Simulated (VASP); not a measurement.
# Co4H in VASP: single point with PBEsol

Aim: the single point of Co4H with PBEsol.

Everything below comes from runs of VASP 6.6.1. Logs are shortened: lines on timing, memory, paths and dates and some standing lists are left out, and cuts for length are marked.

### Step 1. The cell of the first run

The cell holds a slab with vacuum, 5 atoms: a = 2.456 Å, b = 2.456 Å, c = 24.954 Å, α = 90.00°, β = 90.00°, γ = 120.00°.

### Step 2. Single point, PBEsol, collinear spin, ferromagnetic start

INCAR

```
SYSTEM = Co4H
PREC = Accurate
ENCUT = 520
EDIFF = 1E-7
ISMEAR = 0
SIGMA = 0.1
LREAL = .False.
LASPH = .True.
NELM = 150
ALGO = Normal
ISIF = 2
LWAVE = .False.
LCHARG = .False.
ISPIN = 2
MAGMOM = 1.94 1.89 1.88 1.92 1
LORBIT = 11
LMAXMIX = 4
LDIPOL = .True.
IDIPOL = 3
DIPOL = 0.5 0.5 0.491
GGA = PS
NBANDS = 30
```

KPOINTS

```
regular mesh
0
Gamma
  12 12 1
  0 0 0
```

POSCAR

```
Co4H
1.0
    2.4564222732      0.0000000000      0.0000000000
   -1.2282111366      2.1273240910      0.0000000000
    0.0000000000      0.0000000000     24.9541203316
Co H
4 1
Direct
    0.6666666666      0.3333333333      0.3406251107
    0.3333333334      0.6666666667      0.4201593419
    0.6647761522      0.3295523045      0.5003606452
    0.3303524209      0.6607048417      0.5790544990
   -0.0027905613     -0.0055811226      0.6159432442
```

Potentials or basis: VASP PAW PBE potentials, release 64 (Co, H).

The run is started by

```
> cat potpaw_PBE.64/Co/POTCAR potpaw_PBE.64/H/POTCAR > POTCAR
> mpirun -np 1 vasp_std > vasp.out
```

OUTCAR:

```text
SYSTEM = Co4H
   PREC = Accurate
   ENCUT = 520
   EDIFF = 1E-7
   ISMEAR = 0
   LREAL = .False.
   LASPH = .True.
   NELM = 150
   ISIF = 2
   ISPIN = 2
   LORBIT = 11
   GGA = PS

 ion  position               nearest neighbor table
   1  0.667  0.333  0.341-   2 2.44   2 2.44   2 2.44
   2  0.333  0.667  0.420-   1 2.44   1 2.44   1 2.44   3 2.45   3 2.46   3 2.46
   3  0.665  0.330  0.500-   4 2.42   4 2.42   4 2.43   2 2.45   2 2.46   2 2.46
   4  0.330  0.661  0.579-   5 1.69   5 1.69   5 1.69   3 2.42   3 2.42   3 2.43
   5  0.997  0.994  0.616-   4 1.69   4 1.69   4 1.69

  LATTYP: Found a hexagonal cell.
 ALAT       =     2.4564222732
 C/A-ratio  =    10.1587258037

  Lattice vectors:

 A1 = (   2.4564222732,   0.0000000000,   0.0000000000)
 A2 = (  -1.2282111366,   2.1273240910,   0.0000000000)
 A3 = (   0.0000000000,   0.0000000000,  24.9541203316)

Analysis of symmetry for initial positions (statically):
=====================================================================
 Subroutine PRICEL returns:
 Original cell was already a primitive cell.

 Routine SETGRP: Setting up the symmetry group for a
 hexagonal supercell.

 Subroutine GETGRP returns: Found  2 space group operations
 (whereof  2 operations were pure point group operations)
 out of a pool of 24 trial point group operations.

The static configuration has the point symmetry C_1h.

Analysis of symmetry for dynamics (positions and initial velocities):
=====================================================================
 Subroutine PRICEL returns:
 Original cell was already a primitive cell.

 Routine SETGRP: Setting up the symmetry group for a
 hexagonal supercell.

 Subroutine GETGRP returns: Found  2 space group operations
 (whereof  2 operations were pure point group operations)
 out of a pool of 24 trial point group operations.

The dynamic configuration has the point symmetry C_1h.

Analysis of structural, dynamic, and magnetic symmetry:
=====================================================================
 Subroutine PRICEL returns:
 Original cell was already a primitive cell.

 Routine SETGRP: Setting up the symmetry group for a
 hexagonal supercell.

 Subroutine GETGRP returns: Found  2 space group operations
 (whereof  2 operations were pure point group operations)
 out of a pool of 24 trial point group operations.

The overall configuration has the point symmetry C_1h.

 Subroutine INISYM returns: Found  2 space group operations
 (whereof  2 operations are pure point group operations),
 and found     1 'primitive' translations

----------------------------------------------------------------------------------------

                                     Primitive cell

  volume of cell :     130.4004

  direct lattice vectors                    reciprocal lattice vectors
     2.456422273  0.000000000  0.000000000     0.407096130  0.235037060  0.000000000
    -1.228211137  2.127324091  0.000000000     0.000000000  0.470074120  0.000000000
     0.000000000  0.000000000 24.954120332     0.000000000  0.000000000  0.040073542

  length of vectors
     2.456422273  2.456422273 24.954120332     0.470074120  0.470074120  0.040073542

  position of ions in fractional coordinates (direct lattice)
     0.666666667  0.333333333  0.340625111
     0.333333333  0.666666667  0.420159342
     0.664776152  0.329552304  0.500360645
     0.330352421  0.660704842  0.579054499
     0.997209439  0.994418877  0.615943244

  ion indices of the primitive-cell ions
   primitive index   ion index
                 1           1
                 2           2
                 3           3
                 4           4
                 5           5

----------------------------------------------------------------------------------------

 KPOINTS: regular mesh

Automatic generation of k-mesh.
 Grid dimensions read from file:
 generate k-points for:   12   12    1

 Generating k-lattice:

  Cartesian coordinates                     Fractional coordinates (reciprocal lattice)
     0.033924677  0.019586422  0.000000000     0.083333333  0.000000000  0.000000000
     0.000000000  0.039172843  0.000000000     0.000000000  0.083333333  0.000000000
     0.000000000  0.000000000  0.040073542     0.000000000  0.000000000  1.000000000

  Length of vectors
     0.039172843  0.039172843  0.040073542

  Shift w.r.t. Gamma in fractional coordinates (k-lattice)
     0.000000000  0.000000000  0.000000000

 Subroutine IBZKPT returns following result:
 ===========================================

 Found     43 irreducible k-points:

 Following reciprocal coordinates:
            Coordinates               Weight
  0.000000  0.000000  0.000000      1.000000
  0.083333 -0.000000  0.000000      4.000000
  0.000000  0.083333  0.000000      2.000000
  0.166667 -0.000000  0.000000      4.000000
  0.000000  0.166667  0.000000      2.000000
  0.250000  0.000000  0.000000      4.000000
[... 16 lines left out ...]
 -0.083333  0.416667  0.000000      4.000000
 -0.416667  0.333333  0.000000      4.000000
 [... further k-points ...]
   k-points           NKPTS =     43   k-points in BZ     NKDIM =     43   number of bands    NBANDS=     30
   number of dos      NEDOS =    301   number of ions     NIONS =      5
   total plane-waves  NPLWV =  62208
   dimension x,y,z NGX =    18 NGY =   18 NGZ =  192
   dimension x,y,z NGXF=    36 NGYF=   36 NGZF=  384
   ions per type =               4   1
   NGX,Y,Z   is equivalent  to a cutoff of  12.18, 12.18, 12.79 a.u.
   NGXF,Y,Z  is equivalent  to a cutoff of  24.36, 24.36, 25.58 a.u.
 SYSTEM =  Co4H
   PREC   = accura    normal or accurate (medium, high low for compatibility)
   ISTART =      0    job   : 0-new  1-cont  2-samecut
   ICHARG =      2    charge: 1-file 2-atom 10-const
   ISPIN  =      2    spin polarized calculation?
   LNONCOLLINEAR =      F non collinear calculations
   LSORBIT =      F    spin-orbit coupling
   LASPH  =      T    aspherical Exc in radial PAW
   ENCUT  =  520.0 eV  38.22 Ry    6.18 a.u.   4.57  4.57 46.40*2*pi/ulx,y,z
   NELM   =    150;   NELMIN=  2; NELMDL= -5     # of ELM steps
   EDIFF  = 0.1E-06   stopping-criterion for ELM
   LREAL  =      F    real-space projection
   EDIFFG = 0.1E-05   stopping-criterion for IOM
   NSW    =      0    number of steps for IOM
   IBRION =     -1    ionic relax: 0-MD 1-quasi-New 2-CG
   NFREE  =      0    steps in history (QN), initial steepest desc. (CG)
   ISIF   =      2    stress and relaxation
   ISYM   =      2    0-nonsym 1-usesym 2-fastsym
   POTIM  = 0.5000    time-step for ionic-motion
   TEBEG  =    0.0;   TEEND  =   0.0 temperature during run
   PSTRESS=    0.0 pullay stress
   NELECT =      37.0000    total number of electrons
   NUPDOWN=      -1.0000    fix difference up-down
   EMIN   =  10.00;   EMAX   =-10.00  energy-range for DOS
   EFERMI =   0.00;   METHOD = LEGACY
   ISMEAR =     0;   SIGMA  =   0.10  broadening in eV -4-tet -1-fermi 0-gaus
   EFERMI_NEDOS =   21; number of points for ismear=-14 and -15
   IALGO  =     38    algorithm
   IMIX   =      4    mixing-type and parameters
     AMIX     =   0.40;   BMIX     =  1.00
     AMIX_MAG =   1.60;   BMIX_MAG =  1.00
  volume/ion in A,a.u.               =      26.08       176.00
  Fermi-wavevector in a.u.,A,eV,Ry     =   1.075761  2.032893 15.745499  1.157262
  Thomas-Fermi vector in A             =   2.211626
   LORBIT       =     11    0 simple, 1 ext, 2 COOP (PROOUT), +10 PAW based schemes
   GGA     = PS    functional components
   LHFCALC =     F    Hartree Fock is set to
   AEXX    =    0.0000 exact exchange contribution
   IVDW    =     0    specifies the selected vdW correction
   LEPSILON=     F    determine dielectric tensor
   LRPA    =     F    only Hartree local field effects (RPA)
 spin polarized calculation
 Gauss-broadening in eV      SIGMA  =   0.10
  energy-cutoff  :      520.00
  volume of cell :      130.40
 maximum number of plane-waves:      3566
   NGX =  9   NGY =  9   NGZ = 93

 dipolmoment           0.000000      0.000000      0.005362 electrons x Angstroem

 number of electron      36.9999978 magnetization       6.2106436

 dipolmoment           0.000000      0.000000     -0.006986 electrons x Angstroem

 Free energy of the ion-electron system (eV)
  ---------------------------------------------------
  ext. energy  EPLUGINS =         0.00000000
  ---------------------------------------------------
  free energy    TOTEN  =       -33.23075085 eV

  energy without entropy =      -33.20665592  energy(sigma->0) =      -33.21870338

 E-fermi :   0.1958     XC(G=0):  -5.3287

 val. band max:        0.1879531465   @ k =   0.0000   0.4167   0.0000
 cond. band min:       0.2025027391   @ k =   0.2500   0.0833   0.0000
 fundamental gap:      0.0145495926
 Fermi energy:         0.1957554596

 spin component 1

 k-point     1 :       0.0000    0.0000    0.0000
  band No.  band energies     occupation
      1      -9.3743      1.00000
      2      -8.1773      1.00000
      3      -6.5111      1.00000
      4      -5.3206      1.00000
      5      -3.4600      1.00000
      6      -2.7458      1.00000
[... 22 lines left out ...]
     29       6.3996      0.00000
     30       7.5990      0.00000

 k-point     2 :       0.0833   -0.0000    0.0000
  band No.  band energies     occupation
      1      -9.1392      1.00000
      2      -7.9467      1.00000
      3      -6.3046      1.00000
      4      -5.1373      1.00000
      5      -3.4979      1.00000
      6      -2.7888      1.00000
[... 718 lines left out ...]
 k-point    24 :      -0.4167    0.3333    0.0000
  band No.  band energies     occupation
      1      -6.1115      1.00000
      2      -5.0986      1.00000
      3      -4.7514      1.00000
      4      -4.3895      1.00000
      5      -4.2023      1.00000
      6      -3.7353      1.00000
[... 22 lines left out ...]
     29       9.9135      0.00000
     30      10.3114      0.00000

 [... further k-points ...]

 spin component 2

 k-point     1 :       0.0000    0.0000    0.0000
  band No.  band energies     occupation
      1      -9.2880      1.00000
      2      -8.0749      1.00000
      3      -6.3034      1.00000
      4      -4.6207      1.00000
      5      -2.6914      1.00000
      6      -1.3489      1.00000
[... 22 lines left out ...]
     29       6.4021      0.00000
     30       7.5691      0.00000

 k-point     2 :       0.0833   -0.0000    0.0000
  band No.  band energies     occupation
      1      -9.0524      1.00000
      2      -7.8421      1.00000
      3      -6.0943      1.00000
      4      -4.4220      1.00000
      5      -2.6900      1.00000
      6      -1.5059      1.00000
[... 718 lines left out ...]
 k-point    24 :      -0.4167    0.3333    0.0000
  band No.  band energies     occupation
      1      -5.7735      1.00000
      2      -4.5138      1.00000
      3      -3.9258      1.00000
      4      -3.3610      1.00000
      5      -3.0370      1.00000
      6      -2.4907      1.00000
[... 22 lines left out ...]
     29      10.0417      0.00000
     30      10.5078      0.00000

 [... further k-points ...]

------------------------ aborting loop because EDIFF is reached ----------------------------------------

 vacuum level on the upper side and lower side of the slab       (xc-potential included)        -0.096         0.149

  FORCE on cell =-STRESS in cart. coord.  units (eV):
  Direction    XX          YY          ZZ          XY          YZ          ZX
  --------------------------------------------------------------------------------------
  -------------------------------------------------------------------------------------
  Total       -1.1350730     -1.1300266     -0.9317924      0.0000000      0.0380427      0.0000000
  in kB      -13.9461855    -13.8841823    -11.4485577      0.0000000      0.4674153      0.0000000
  external PRESSURE =     -13.0929752 kB  Pullay stress =       0.0000000 kB

 VOLUME and BASIS-vectors are now :
 -----------------------------------------------------------------------------
  energy-cutoff  :      520.00
  volume of cell :      130.40
      direct lattice vectors                 reciprocal lattice vectors
     2.456422273  0.000000000  0.000000000     0.407096130  0.235037060  0.000000000
    -1.228211137  2.127324091  0.000000000     0.000000000  0.470074120  0.000000000
     0.000000000  0.000000000 24.954120332     0.000000000  0.000000000  0.040073542

 POSITION                                       TOTAL-FORCE (eV/Angst)
 -----------------------------------------------------------------------------------
      1.22821      0.70911      8.50000         0.000000     -0.001928      0.338918
      0.00000      1.41822     10.48471        -0.000000     -0.007578     -0.290231
      1.22821      0.70106     12.48606        -0.000000      0.001210      0.016615
      0.00000      1.40553     14.44980         0.000000      0.010543     -0.047001
      1.22821      2.11545     15.37032        -0.000000     -0.002248     -0.018302
 -----------------------------------------------------------------------------------
    total drift:                                0.000001     -0.000985     -0.000412

  FREE ENERGIE OF THE ION-ELECTRON SYSTEM (eV)
  ---------------------------------------------------
  free  energy   TOTEN  =       -33.2307508485 eV

  energy  without entropy=      -33.2066559184  energy(sigma->0) =      -33.21870338

 vacuum level on the upper side and lower side of the slab         5.223         5.475

 total charge

# of ion       s       p       d       tot
------------------------------------------
    1        0.497   0.431   7.244   8.172
    2        0.503   0.561   7.288   8.351
    3        0.509   0.564   7.286   8.358
    4        0.490   0.612   7.355   8.457
    5        0.526   0.025   0.000   0.551
--------------------------------------------------
tot          2.525   2.193  29.172  33.890

 magnetization (x)

# of ion       s       p       d       tot
------------------------------------------
    1       -0.008  -0.030   1.769   1.731
    2       -0.014  -0.046   1.675   1.614
    3       -0.010  -0.044   1.670   1.616
    4       -0.005  -0.015   1.295   1.274
    5       -0.016   0.001   0.000  -0.015
--------------------------------------------------
tot         -0.053  -0.134   6.408   6.221
```

Run time: 14 min. Hardware: 1 thread of Intel Xeon Platinum 8375C at 2.90GHz (Ice Lake), shared host; peak memory 0.44 GiB.

What came out:

| Property | Result |
| --- | --- |
| Free energy | -33.2308 eV |
| Largest force | 0.339 eV/Å |
| Net moment | 6.21 μB per cell |
| Site moments | Co +1.73, +1.61, +1.62, +1.27; H -0.01 μB |
| Valence electrons inside the program's atomic spheres | Co 8.17, 8.35, 8.36, 8.46; H 0.55 |

Forces in eV/Å, atoms in the order of the input:
```
Co   0.000 -0.002  0.339
Co   0.000 -0.008 -0.290
Co   0.000  0.001  0.017
Co   0.000  0.011 -0.047
H    0.000 -0.002 -0.018
```

Levels at points of the mesh, in eV from the Fermi level:
Spin up:
| k point | band 19 | band 20 | band 21 | band 22 | band 23 | band 24 | band 25 | band 26 |
| --- | --- | --- | --- | --- | --- | --- | --- | --- |
| (0.00, 0.00, 0.00) | -1.32 | -1.31 | -0.97 | -0.96 | -0.84 | -0.84 | -0.25 | 4.46 |
| (0.50, 0.00, 0.00) | -0.47 | -0.44 | -0.11 | 1.17 | 1.85 | 3.09 | 4.57 | 7.01 |
| (0.00, 0.50, 0.00) | -0.47 | -0.44 | -0.12 | 1.18 | 1.85 | 3.07 | 4.58 | 7.01 |
Spin down:
| k point | band 12 | band 13 | band 14 | band 15 | band 16 | band 17 | band 18 | band 19 |
| --- | --- | --- | --- | --- | --- | --- | --- | --- |
| (0.00, 0.00, 0.00) | -1.15 | -0.98 | -0.98 | -0.75 | -0.75 | -0.06 | -0.06 | -0.06 |
| (0.50, 0.00, 0.00) | -0.52 | -0.46 | 0.32 | 0.57 | 0.96 | 0.98 | 1.05 | 1.24 |
| (0.00, 0.50, 0.00) | -0.52 | -0.46 | 0.32 | 0.57 | 0.96 | 0.98 | 1.05 | 1.24 |

Caveat: the PAW data sets were made with another functional, which shifts forces and pressure a little.
